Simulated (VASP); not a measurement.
Write the native input for VASP 6.6.1 that does the following.

- Task: single point
- Functional: PBEsol
- Potentials or basis: VASP PAW PBE potentials, release 64 (Bi_d)
- Cutoff: 520 eV
- k mesh: 6 × 6 × 6
- Occupations: gaussian, width 0.1 eV
- Spin: no spin polarisation
- Dipole correction: no
- Further INCAR settings: ALGO = Fast; EDIFF = 1e-07; NBANDS = 70

The structure of Bi lies in POSCAR:

```
Bi
1.0
    4.5157341207      0.0010180142     -4.7404015497
    4.5157341207      0.0010180142      4.7404015497
   -2.2592662651     -6.2223908986      0.0000000000
Bi
8
Direct
    0.5758498022      0.5479661823      0.2467759875
    0.0758498022      0.0479661823      0.2467759875
    0.0479661823      0.5758498022      0.2467759875
    0.5479661823      0.0758498022      0.2467759875
    0.4241501978      0.4520338177      0.7532240125
    0.9241501978      0.9520338177      0.7532240125
    0.9520338177      0.4241501978      0.7532240125
    0.4520338177      0.9241501978      0.7532240125
```

These files were run (other wordings do the same):

INCAR

```
PREC     = Accurate       # precision mode
ENCUT    = 520            # plane-wave cutoff, eV
EDIFF    = 1E-7           # SCF threshold, eV
ISMEAR   = 0              # smearing method
SIGMA    = 0.1            # smearing width, eV
LREAL    = F              # projectors in reciprocal space
LASPH    = T              # aspherical terms in the spheres
NELM     = 80             # most SCF steps
ALGO     = Fast           # electronic algorithm
ISIF     = 2              # what is computed and relaxed
LWAVE    = F              # write WAVECAR
LCHARG   = F              # write CHGCAR
GGA      = PS             # functional
NBANDS   = 70             # bands
```

KPOINTS

```
Automatic mesh
0
Gamma
  6 6 6
```

Potentials or basis: VASP PAW PBE potentials, release 64 (Bi_d).

Command:

```sh
$ cat potpaw_PBE.64/Bi_d/POTCAR > POTCAR
$ mpirun -np 1 vasp_std > vasp.out
```

Results of the run:

```
Pressure               : 0.0 GPa
Largest force          : 0.004 eV/Å
Band gap on the k mesh : zero (band 60 reaches 6.74 eV, above the bottom of band 61 at 6.24 eV)
```

Caveat: the PAW data sets were made with another functional, which shifts forces and pressure a little; spin-orbit coupling is left out, which moves the levels of the heavy elements.

Wall time 31 min on 1 thread of AMD EPYC 9R14 (Zen 4) (shared host), peak memory 0.86 GiB.
